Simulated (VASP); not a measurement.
# ZrS2 (P-3m1) in VASP: single point with PBE0

Aim: the single point of ZrS2 with PBE0.

Everything below comes from runs of VASP 6.6.1. Logs are shortened: lines on timing, memory, paths and dates and some standing lists are left out, and cuts for length are marked.

### 1 The cell of the first run

Symmetry: P-3m1, No. 164, trigonal system. The conventional cell has a = 3.674 Å, b = 3.674 Å, c = 5.857 Å, α = 90.00°, β = 90.00°, γ = 120.00°. Within 3.4 Å of Zr (site symmetry -3m) lie 6 S at 2.57 Å. Within 3.4 Å of S (site symmetry 3m) lie 3 Zr at 2.57 Å.

### 2 Single point, PBE0

Input file POSCAR:

```
ZrS2
1.0
    3.6743990850      0.0000000000      0.0000000000
   -1.8371995425      3.1821229513      0.0000000000
    0.0000000000      0.0000000000      5.8568562742
Zr S
1 2
Direct
    0.0000000000      0.0000000000      0.0000000000
    0.3333333333      0.6666666667      0.2462324599
    0.6666666667      0.3333333333      0.7537675401
```

Input file INCAR.step1:

```
ALGO = Normal ; EDIFF = 1E-5
ENCUT = 400 ; GGA = PE
GGA_COMPAT = False ; ISIF = 2
ISMEAR = 0 ; LASPH = True
LREAL = False ; LWAVE = True
NBANDS = 19 ; NELM = 120
PREC = Accurate ; SIGMA = 0.01
```

Input file INCAR.step2:

```
AEXX = 0.25 ; ALGO = Normal
EDIFF = 1E-6 ; ENCUT = 400
GGA = PE ; GGA_COMPAT = False
ISIF = 2 ; ISMEAR = 0
ISTART = 1 ; LASPH = True
LCHARG = True ; LELF = True
LHFCALC = True ; LREAL = False
LVHAR = True ; LWAVE = False
NBANDS = 19 ; NELM = 120
PREC = Accurate ; PRECFOCK = Normal
SIGMA = 0.01
```

Input file KPOINTS:

```
k-points
0
Gamma
  6 6 4
```

Potentials or basis: VASP PAW PBE potentials, release 64 (Zr_sv, S).

Command:

```bash
cat potpaw_PBE.64/Zr_sv/POTCAR potpaw_PBE.64/S/POTCAR > POTCAR
cp INCAR.step1 INCAR
mpirun -np 1 vasp_std > vasp.out
cp INCAR.step2 INCAR
mpirun -np 1 vasp_std > vasp.out
```

OUTCAR:

```text
AEXX = 0.25
   EDIFF = 1E-6
   ENCUT = 400
   GGA = PE
   ISIF = 2
   ISMEAR = 0
   ISTART = 1
   LASPH = True
   LHFCALC = True
   LREAL = False
   NELM = 120
   PREC = Accurate
   PRECFOCK = Normal

 ion  position               nearest neighbor table
   1  0.000  0.000  0.000-   2 2.57   3 2.57   3 2.57   2 2.57   3 2.57   2 2.57
   2  0.333  0.667  0.246-   1 2.57   1 2.57   1 2.57
   3  0.667  0.333  0.754-   1 2.57   1 2.57   1 2.57

  LATTYP: Found a hexagonal cell.
 ALAT       =     3.6743990850
 C/A-ratio  =     1.5939630233

  Lattice vectors:

 A1 = (   3.6743990850,   0.0000000000,   0.0000000000)
 A2 = (  -1.8371995425,   3.1821229513,   0.0000000000)
 A3 = (   0.0000000000,   0.0000000000,   5.8568562742)

Analysis of symmetry for initial positions (statically):
=====================================================================
 Subroutine PRICEL returns:
 Original cell was already a primitive cell.

 Routine SETGRP: Setting up the symmetry group for a
 hexagonal supercell.

 Subroutine GETGRP returns: Found 12 space group operations
 (whereof 12 operations were pure point group operations)
 out of a pool of 24 trial point group operations.

The static configuration has the point symmetry D_3d.

Analysis of symmetry for dynamics (positions and initial velocities):
=====================================================================
 Subroutine PRICEL returns:
 Original cell was already a primitive cell.

 Routine SETGRP: Setting up the symmetry group for a
 hexagonal supercell.

 Subroutine GETGRP returns: Found 12 space group operations
 (whereof 12 operations were pure point group operations)
 out of a pool of 24 trial point group operations.

The dynamic configuration has the point symmetry D_3d.

 Subroutine INISYM returns: Found 12 space group operations
 (whereof 12 operations are pure point group operations),
 and found     1 'primitive' translations

----------------------------------------------------------------------------------------

                                     Primitive cell

[... 90 lines left out ...]
   NELM   =    120;   NELMIN=  2; NELMDL=  0     # of ELM steps
   EDIFF  = 0.1E-05   stopping-criterion for ELM
   LREAL  =      F    real-space projection
   EDIFFG = 0.1E-04   stopping-criterion for IOM
   NSW    =      0    number of steps for IOM
   IBRION =     -1    ionic relax: 0-MD 1-quasi-New 2-CG
   NFREE  =      0    steps in history (QN), initial steepest desc. (CG)
   ISIF   =      2    stress and relaxation
   ISYM   =      3    0-nonsym 1-usesym 2-fastsym
   POTIM  = 0.5000    time-step for ionic-motion
   TEBEG  =    0.0;   TEEND  =   0.0 temperature during run
   PSTRESS=    0.0 pullay stress
   NELECT =      24.0000    total number of electrons
   NUPDOWN=      -1.0000    fix difference up-down
   EMIN   =  10.00;   EMAX   =-10.00  energy-range for DOS
   EFERMI =   0.00;   METHOD = LEGACY
   ISMEAR =     0;   SIGMA  =   0.01  broadening in eV -4-tet -1-fermi 0-gaus
   EFERMI_NEDOS =   21; number of points for ismear=-14 and -15
   IALGO  =     38    algorithm
   IMIX   =      1    mixing-type and parameters
     AMIX     =   0.40;   BMIX     =  1.00
     AMIX_MAG =   1.60;   BMIX_MAG =  1.00
  volume/ion in A,a.u.               =      22.83       154.04
  Fermi-wavevector in a.u.,A,eV,Ry     =   1.154222  2.181163 18.126064  1.332228
  Thomas-Fermi vector in A             =   2.290860
   LORBIT       =      0    0 simple, 1 ext, 2 COOP (PROOUT), +10 PAW based schemes
   GGA     = PE    functional components
   LHFCALC =     T    Hartree Fock is set to
   PRECFOCK=normal    Normal, Fast or Accurate (Low or Medium for compatibility)
   ENCUT4O =  -1.0   cutoff for four orbital integrals eV
   NKREDX  =     1    reduce k-point grid by
   NKREDY  =     1    reduce k-point grid by
   NKREDZ  =     1    reduce k-point grid by
   AEXX    =    0.2500 exact exchange contribution
   HFSCREEN=    0.0000 screening length (either q_TF or 0.3 A-1)
   HFSCREENC=   0.0000 screening length for correlation (either q_TF or 0.3 A-1)
   ENCUTFOCK=  -1.0 apply spherical cutoff to Coloumb kernel
   IVDW    =     0    specifies the selected vdW correction
   LEPSILON=     F    determine dielectric tensor
   LRPA    =     F    only Hartree local field effects (RPA)
 non-spin polarized calculation
 Gauss-broadening in eV      SIGMA  =   0.01
  energy-cutoff  :      400.00
  volume of cell :       68.48
 maximum number of plane-waves:      1254
  NGX = 18; NGY = 18; NGZ = 30

 number of electron      24.0000004 magnetization

 Free energy of the ion-electron system (eV)
  ---------------------------------------------------
  ext. energy  EPLUGINS =         0.00000000
  ---------------------------------------------------
  free energy    TOTEN  =       -27.51181208 eV

  energy without entropy =      -27.51181208  energy(sigma->0) =      -27.51181208

 E-fermi :   3.8843     XC(G=0):  -7.5597

 val. band max:        3.7856652228   @ k =   0.0000   0.0000   0.0000
 cond. band min:       6.1608720791   @ k =   0.5000   0.0000   0.5000
 fundamental gap:      2.3752068563
 Fermi energy:         3.8842913977

 k-point     1 :       0.0000    0.0000    0.0000
  band No.  band energies     occupation
      1     -48.7932      2.00000
      2     -25.4561      2.00000
      3     -25.2749      2.00000
      4     -25.2749      2.00000
      5     -10.4261      2.00000
      6      -8.7413      2.00000
[... 505 lines left out ...]
      6      -8.9691      2.00000
[... 11 lines left out ...]
     18      13.6827      0.00000
     19      14.2324      0.00000

------------------------ aborting loop because EDIFF is reached ----------------------------------------

  FORCE on cell =-STRESS in cart. coord.  units (eV):
  Direction    XX          YY          ZZ          XY          YZ          ZX
  --------------------------------------------------------------------------------------
  -------------------------------------------------------------------------------------
  Total       -0.1337654     -0.1337654      0.1627466     -0.0000000      0.0000000     -0.0000000
  in kB       -3.1295843     -3.1295843      3.8076286     -0.0000000      0.0000000     -0.0000000
  external PRESSURE =      -0.8171800 kB  Pullay stress =       0.0000000 kB

 VOLUME and BASIS-vectors are now :
 -----------------------------------------------------------------------------
  energy-cutoff  :      400.00
  volume of cell :       68.48
      direct lattice vectors                 reciprocal lattice vectors
     3.674399085  0.000000000  0.000000000     0.272153344  0.157127807  0.000000000
    -1.837199543  3.182122951  0.000000000     0.000000000  0.314255613  0.000000000
     0.000000000  0.000000000  5.856856274     0.000000000  0.000000000  0.170740061

 POSITION                                       TOTAL-FORCE (eV/Angst)
 -----------------------------------------------------------------------------------
      0.00000      0.00000      0.00000         0.000000      0.000000      0.000000
     -0.00000      2.12142      1.44215        -0.000000      0.000000     -0.180724
      1.83720      1.06071      4.41471         0.000000     -0.000000      0.180724
 -----------------------------------------------------------------------------------
    total drift:                               -0.000000      0.000000      0.000000

  FREE ENERGIE OF THE ION-ELECTRON SYSTEM (eV)
  ---------------------------------------------------
  free  energy   TOTEN  =       -27.5118120824 eV

  energy  without entropy=      -27.5118120824  energy(sigma->0) =      -27.51181208
```

OUTCAR.step1:

```text
EDIFF = 1E-5
   ENCUT = 400
   GGA = PE
   ISIF = 2
[... 752 lines left out ...]
      0.00000      0.00000      0.00000         0.000000      0.000000      0.000000
     -0.00000      2.12142      1.44215         0.000000      0.000000      0.041915
      1.83720      1.06071      4.41471        -0.000000     -0.000000     -0.041915
 -----------------------------------------------------------------------------------
    total drift:                                0.000000     -0.000000      0.000000

  FREE ENERGIE OF THE ION-ELECTRON SYSTEM (eV)
  ---------------------------------------------------
  free  energy   TOTEN  =       -21.3966796434 eV

  energy  without entropy=      -21.3966796434  energy(sigma->0) =      -21.39667964
```

OSZICAR.step1:

```text
N       E                     dE             d eps       ncg     rms          rms(c)
DAV:   1     0.143076411719E+03    0.14308E+03   -0.10384E+04   912   0.950E+02
DAV:   2    -0.150206807065E+02   -0.15810E+03   -0.15418E+03  1191   0.253E+02
DAV:   3    -0.233456899643E+02   -0.83250E+01   -0.82847E+01  1482   0.524E+01
DAV:   4    -0.235282168510E+02   -0.18253E+00   -0.18227E+00  1292   0.689E+00
DAV:   5    -0.235324391156E+02   -0.42223E-02   -0.42215E-02  1310   0.917E-01    0.159E+01
DAV:   6    -0.214482646192E+02    0.20842E+01   -0.60996E+00   994   0.139E+01    0.764E+00
DAV:   7    -0.213906556850E+02    0.57609E-01   -0.53635E-01  1229   0.395E+00    0.391E+00
DAV:   8    -0.213967537389E+02   -0.60981E-02   -0.88624E-02  1070   0.175E+00    0.628E-01
DAV:   9    -0.213964275921E+02    0.32615E-03   -0.12588E-02  1077   0.668E-01    0.532E-01
DAV:  10    -0.213967696401E+02   -0.34205E-03   -0.28242E-03  1066   0.358E-01    0.310E-01
DAV:  11    -0.213966575713E+02    0.11207E-03   -0.40078E-04  1063   0.127E-01    0.601E-02
DAV:  12    -0.213966822303E+02   -0.24659E-04   -0.98447E-05  1002   0.526E-02    0.423E-02
DAV:  13    -0.213966796434E+02    0.25869E-05   -0.70364E-06   653   0.134E-02
   1 F= -.21396680E+02 E0= -.21396680E+02  d E =-.159301-116
```

Wall time 67 min (1 thread of Intel Xeon Platinum 8259CL at 2.50GHz (Skylake/Cascade Lake), shared host); peak memory 0.18 GiB.

What came out:

| Quantity | Value |
| --- | --- |
| Free energy | -27.5118 eV |
| Pressure | -0.1 GPa |
| Largest force | 0.181 eV/Å |
| Band gap on the k mesh | 2.38 eV (least direct gap 3.09 eV) |

Forces in eV/Å, atoms in the order of the input:
```
Zr   0.000  0.000  0.000
S    0.000  0.000 -0.181
S    0.000  0.000  0.181
```

Caveat: the PAW data sets were made with another functional, which shifts forces and pressure a little; this functional lacks dispersion, which binds layers or chains, so the pressure and a relaxed spacing across them are unreliable.
